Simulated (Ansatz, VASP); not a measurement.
# Two plane-wave programs on Sc3F

```
Sc F
1.0
     4.06117    0.00000    0.00000
     0.00000    4.06117    0.00000
     0.00000    0.00000    4.06117
Sc F
3 1
Direct
  0.00000 0.50000 0.50000
  0.50000 0.00000 0.50000
  0.50000 0.50000 0.00000
  0.00000 0.00000 0.00000
```

Alike in both runs: task relaxation of cell and atoms; functional r2SCAN; k mesh 4 × 4 × 4; occupations gaussian, width 0.1 eV; no spin polarisation.

|  | VASP | Ansatz |
| --- | --- | --- |
| version | VASP 6.6.1 | Ansatz 0.2.0 |
| potentials or method | VASP PAW PBE potentials, release 64 (Sc_sv, F), cutoff 600 eV | scalar-relativistic, plane waves, PAW |
| valence electrons in the cell | 40 | 40 |

Ansatz gave:

```
gap on the k mesh at the Fermi level, each at its own relaxed structure (eV) : none
relaxed volume (Å³/atom)                                                     : 21.76
relaxed cell length with the largest relative difference (Å)                 : 4.432
```

Task: Estimate VASP's values.

Result: gap on the k mesh at the Fermi level, each at its own relaxed structure (eV): none; relaxed volume (Å³/atom): 21.97; relaxed cell length with the largest relative difference (Å): 4.446.

VASP's potentials were made for PBE, not for r2SCAN. A gap of «none» marks a metal or a gap that the smearing closes.

The k mesh is coarse, so the values compare programs but aren't converged. Noted on VASP's run: the volume moved by over 15 % at a fixed basis, so the end points are rough.
